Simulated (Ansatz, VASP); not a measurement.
# One calculation of BeB, two programs

File INCAR:

```
ALGO = Normal
EDIFF = 1E-7
ENCUT = 520
GGA = PE
ISIF = 2
ISMEAR = 0
LASPH = T
LCHARG = F
LREAL = F
LWAVE = F
NBANDS = 27
NELM = 100
PREC = Accurate
SIGMA = 0.1
```

KPOINTS

```
k-points
0
Gamma
  10 6 1
```

File POSCAR:

```
BeB
1.0
    1.8526456091      0.0000000000      0.0000000000
   -0.4682750582      2.7653365620      0.0000000000
   -0.0276351275     -1.2791065105     18.5243670457
Be B
6 6
Direct
    0.9497638662      0.7682195736      0.3371064809
    0.0170637876      0.8543626619      0.8420856762
    0.0794918423      0.2498181377      0.5000735722
    0.0544397647      0.2253329118      0.9951421021
    0.0168468767      0.0574466763      0.1696096599
    0.0681491267      0.1758898926      0.6786170646
    0.5492389968      0.1892823445      0.4084385055
    0.5715160690      0.3273135362      0.9070332272
    0.5110468821      0.0691348824      0.0791387753
    0.5530133541      0.1602236480      0.5874107931
    0.4578461826      0.7664999218      0.2451493286
    0.5049165843      0.8231424801      0.7501948146
```

Input for Ansatz:

```yaml
crystal:
  lattice:
    - [1.8526456091, 0.0, 0.0]
    - [-0.4682750582, 2.765336562, 0.0]
    - [-0.0276351275, -1.2791065105, 18.5243670457]
  atoms:
    - { symbol: Be, position: [0.9497638662, 0.7682195736, 0.3371064809] }
    - { symbol: Be, position: [0.0170637876, 0.8543626619, 0.8420856762] }
    - { symbol: Be, position: [0.0794918423, 0.2498181377, 0.5000735722] }
    - { symbol: Be, position: [0.0544397647, 0.2253329118, 0.9951421021] }
    - { symbol: Be, position: [0.0168468767, 0.0574466763, 0.1696096599] }
    - { symbol: Be, position: [0.0681491267, 0.1758898926, 0.6786170646] }
    - { symbol: B, position: [0.5492389968, 0.1892823445, 0.4084385055] }
    - { symbol: B, position: [0.571516069, 0.3273135362, 0.9070332272] }
    - { symbol: B, position: [0.5110468821, 0.0691348824, 0.0791387753] }
    - { symbol: B, position: [0.5530133541, 0.160223648, 0.5874107931] }
    - { symbol: B, position: [0.4578461826, 0.7664999218, 0.2451493286] }
    - { symbol: B, position: [0.5049165843, 0.8231424801, 0.7501948146] }
basis:
  ecutwfc: 420
kpoints:
  mp_grid: { grid: [10, 6, 1] }
hamiltonian:
  xc: pbe
scf:
  occupations: { method: gaussian, width: 0.1 }
  lower_state_search: "off"
output:
  forces: true
  stress: true
  eigenvalues: true
```

Change from the starting cell: the structure that the rattled cell fell into.

Alike in both runs: task single point; functional PBE; k mesh 10 × 6 × 1; occupations gaussian, width 0.1 eV; no spin polarisation.

|  | VASP | Ansatz |
| --- | --- | --- |
| version | VASP 6.6.1 | Ansatz 0.2.0 |
| potentials or method | VASP PAW PBE potentials, release 64 (Be, B), cutoff 520 eV | scalar-relativistic, plane waves, PAW |
| valence electrons in the cell | 30 | 30 |

```tsv
	VASP	Ansatz	Ansatz less VASP
gap on the k mesh at the Fermi level (eV)	none	none	-
pressure (GPa)	1.8	1.7	-0.10
traceless stress, the component that is largest in VASP (GPa)	6.57	6.57	-0.006
rms of the force components (eV/Å)	0.226	0.225	-0.0013
```

Atom by atom the forces differ by 0.003 eV/Å (rms over components). A gap of «none» marks a metal or a gap that the smearing closes.

The k mesh is coarse, so the values compare programs but aren't converged.
